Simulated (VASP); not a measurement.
# Pd (P6/mmm) in VASP: notebook, part 2 of 2

VASP 6.6.1.

## (5) Single point, PBE (volume scaled by 0.92)

Contents of INCAR:

```
ALGO = Normal ; EDIFF = 1E-6
ENCUT = 520 ; GGA = PE
ISIF = 2 ; ISMEAR = -1
LASPH = T ; LCHARG = F
LREAL = F ; LWAVE = F
NBANDS = 11 ; NELM = 100
PREC = Accurate ; SIGMA = 0.08
```

Contents of KPOINTS:

```
k-points
0
Gamma
  16 16 15
```

Contents of POSCAR:

```
Pd
1.0
    2.6256703410      0.0000000000      0.0000000000
   -1.3128351705      2.2738972172      0.0000000000
    0.0000000000      0.0000000000      2.5600844890
Pd
1
Direct
    0.0000000000      0.0000000000      0.0000000000
```

Potentials or basis: VASP PAW PBE potentials, release 64 (Pd).

On the command line:

```bash
cat potpaw_PBE.64/Pd/POTCAR > POTCAR
mpirun -np 1 vasp_std > vasp.out
```

OUTCAR:

```text
EDIFF = 1E-6
   ENCUT = 520
   GGA = PE
   ISIF = 2
   ISMEAR = -1
   LASPH = T
   LREAL = F
   NELM = 100
   PREC = Accurate

 ion  position               nearest neighbor table
   1  0.000  0.000  0.000-

  LATTYP: Found a hexagonal cell.
 ALAT       =     2.6256703410
 C/A-ratio  =     0.9750212923

  Lattice vectors:

 A1 = (   2.6256703410,   0.0000000000,   0.0000000000)
 A2 = (  -1.3128351705,   2.2738972172,   0.0000000000)
 A3 = (   0.0000000000,   0.0000000000,   2.5600844890)

Analysis of symmetry for initial positions (statically):
=====================================================================
 Subroutine PRICEL returns:
 Original cell was already a primitive cell.

 Routine SETGRP: Setting up the symmetry group for a
 hexagonal supercell.

 Subroutine GETGRP returns: Found 24 space group operations
 (whereof 24 operations were pure point group operations)
 out of a pool of 24 trial point group operations.

The static configuration has the point symmetry D_6h.

Analysis of symmetry for dynamics (positions and initial velocities):
=====================================================================
 Subroutine PRICEL returns:
 Original cell was already a primitive cell.

 Routine SETGRP: Setting up the symmetry group for a
 hexagonal supercell.

 Subroutine GETGRP returns: Found 24 space group operations
 (whereof 24 operations were pure point group operations)
 out of a pool of 24 trial point group operations.

The dynamic configuration has the point symmetry D_6h.

 Subroutine INISYM returns: Found 24 space group operations
 (whereof 24 operations are pure point group operations),
 and found     1 'primitive' translations

----------------------------------------------------------------------------------------

                                     Primitive cell

[... 102 lines left out ...]
   EFERMI =   0.00;   METHOD = LEGACY
   ISMEAR =    -1;   SIGMA  =   0.08  broadening in eV -4-tet -1-fermi 0-gaus
   EFERMI_NEDOS =   21; number of points for ismear=-14 and -15
   IALGO  =     38    algorithm
   IMIX   =      4    mixing-type and parameters
     AMIX     =   0.40;   BMIX     =  1.00
     AMIX_MAG =   1.60;   BMIX_MAG =  1.00
  volume/ion in A,a.u.               =      15.28       103.15
  Fermi-wavevector in a.u.,A,eV,Ry     =   1.421193  2.685665 27.480905  2.019790
  Thomas-Fermi vector in A             =   2.542029
   LORBIT       =      0    0 simple, 1 ext, 2 COOP (PROOUT), +10 PAW based schemes
   GGA     = PE    functional components
[... 5 lines left out ...]
 non-spin polarized calculation
  energy-cutoff  :      520.00
  volume of cell :       15.28
 maximum number of plane-waves:       429
 NGX is ok and might be reduce to    20
   NGX =  9   NGY =  9   NGZ =  9

 number of electron      10.0000000 magnetization

 number of electron       9.9999999 magnetization

 Free energy of the ion-electron system (eV)
  ---------------------------------------------------
  ext. energy  EPLUGINS =         0.00000000
  ---------------------------------------------------
  free energy    TOTEN  =        -4.92689115 eV

  energy without entropy =       -4.90617895  energy(sigma->0) =       -4.91653505

 E-fermi :   9.3750     XC(G=0): -12.8863

 val. band max:        9.3684726853   @ k =   0.0625   0.0625   0.0000
 cond. band min:       9.3811890367   @ k =   0.3125   0.0625   0.0667
 fundamental gap:      0.0127163514
 Fermi energy:         9.3750336589

 k-point     1 :       0.0000    0.0000    0.0000
  band No.  band energies     occupation
      1       2.4040      2.00000
      2       4.1945      2.00000
      3       6.4263      2.00000
      4       6.4263      2.00000
      5       9.4187      0.73343
      6       9.4187      0.73343
      7      25.6034      0.00000
      8      26.9307      0.00000
      9      32.7468      0.00000
     10      32.7468      0.00000
     11      33.2689      0.00000
[... 309 lines left out ...]
 k-point    24 :       0.2500    0.1875    0.0000
  band No.  band energies     occupation
      1       5.0325      2.00000
      2       5.0770      2.00000
      3       6.2323      2.00000
      4       7.8632      2.00000
      5       8.7909      1.99865
      6      10.7289      0.00000
      7      20.2802      0.00000
      8      21.8136      0.00000
      9      30.6116      0.00000
     10      32.5551      0.00000
     11      35.5693      0.00000

 [... further k-points ...]
[... 5 lines left out ...]
  --------------------------------------------------------------------------------------
  -------------------------------------------------------------------------------------
  Total        1.3743309      1.3743309      1.3626452     -0.0000000      0.0000000      0.0000000
  in kB      144.0577278    144.0577278    142.8328351     -0.0000000      0.0000000      0.0000000
  external PRESSURE =     143.6494302 kB  Pullay stress =       0.0000000 kB

 VOLUME and BASIS-vectors are now :
 -----------------------------------------------------------------------------
  energy-cutoff  :      520.00
  volume of cell :       15.28
      direct lattice vectors                 reciprocal lattice vectors
     2.625670341  0.000000000  0.000000000     0.380855123  0.219886808  0.000000000
    -1.312835171  2.273897217  0.000000000     0.000000000  0.439773615  0.000000000
     0.000000000  0.000000000  2.560084489     0.000000000  0.000000000  0.390612108

 POSITION                                       TOTAL-FORCE (eV/Angst)
 -----------------------------------------------------------------------------------
      0.00000      0.00000      0.00000         0.000000      0.000000      0.000000
 -----------------------------------------------------------------------------------
    total drift:                               -0.000000      0.000000     -0.000000

  FREE ENERGIE OF THE ION-ELECTRON SYSTEM (eV)
  ---------------------------------------------------
  free  energy   TOTEN  =        -4.9268911486 eV

  energy  without entropy=       -4.9061789469  energy(sigma->0) =       -4.91653505
```

OSZICAR:

```text
N       E                     dE             d eps       ncg     rms          rms(c)
DAV:   1     0.426374661356E+02    0.42637E+02   -0.51298E+03  5296   0.848E+02
DAV:   2    -0.459408874818E+01   -0.47232E+02   -0.45737E+02  5905   0.181E+02
DAV:   3    -0.516963232660E+01   -0.57554E+00   -0.57360E+00  6423   0.215E+01
DAV:   4    -0.517242608275E+01   -0.27938E-02   -0.27934E-02  6234   0.155E+00
DAV:   5    -0.517245864953E+01   -0.32567E-04   -0.32565E-04  6865   0.149E-01    0.754E+00
DAV:   6    -0.493997698419E+01    0.23248E+00   -0.93147E-01  6159   0.780E+00    0.382E+00
DAV:   7    -0.493031705123E+01    0.96599E-02   -0.54835E-03  6561   0.669E-01    0.201E+00
DAV:   8    -0.492688363780E+01    0.34334E-02   -0.13929E-03  6228   0.273E-01    0.436E-02
DAV:   9    -0.492688739159E+01   -0.37538E-05   -0.99492E-06  7427   0.260E-02    0.131E-02
DAV:  10    -0.492689122670E+01   -0.38351E-05   -0.14104E-06  6296   0.112E-02    0.154E-03
DAV:  11    -0.492689114865E+01    0.78054E-07   -0.43423E-08  3833   0.178E-03
   1 F= -.49268911E+01 E0= -.49165350E+01  d E =-.207122E-01
```

stdout:

```text
POSCAR found type information on POSCAR Pd
 POSCAR found :  1 types and       1 ions
 scaLAPACK will be used
 LDA part: xc-table for (Slater+PW92), standard interpolation
 POSCAR, INCAR and KPOINTS ok, starting setup
 FFT: planning ... GRIDC
 FFT: planning ... GRID_SOFT
 FFT: planning ... GRID
 WAVECAR not read
 entering main loop
```

It took 55 s on 1 thread of AMD EPYC 7R13, shared host; peak memory 0.13 GiB.

Results:

| Quantity | Value |
| --- | --- |
| Free energy | -4.9269 eV |
| Pressure | 14.4 GPa |
| Band gap on the k mesh | zero (band 5 reaches 10.36 eV, above the bottom of band 6 at 8.22 eV) |

## (6) Summary

| potentials or basis | cell | cutoff (eV) | second run | gap on the mesh (eV) | pressure (GPa) |
| --- | --- | --- | --- | --- | --- |
| VASP PAW PBE potentials, release 64 (Pd_sv_GW) | a = 2.184, b = 2.184, c = 2.091 Å, angles 90.0, 90.0, 120.0°, 1 atom | 540 | valence_matched | none | 506.5 |
| VASP PAW PBE potentials, release 64 (Pd_sv_GW) | a = 2.288, b = 2.288, c = 2.198 Å, angles 90.0, 90.0, 120.0°, 1 atom | 540 | valence_matched | none | 275.4 |
| VASP PAW PBE potentials, release 64 (Pd) | a = 2.626, b = 2.626, c = 2.560 Å, angles 90.0, 90.0, 120.0°, 1 atom | 520 | - | none | 14.4 |

Alike in all rows: task single point; level PBE; no spin polarisation; k mesh 16 × 16 × 15; smearing fermi-dirac 0.08 eV.

Total energies depend on the potentials used, so only differences within one code and one set of settings carry meaning.
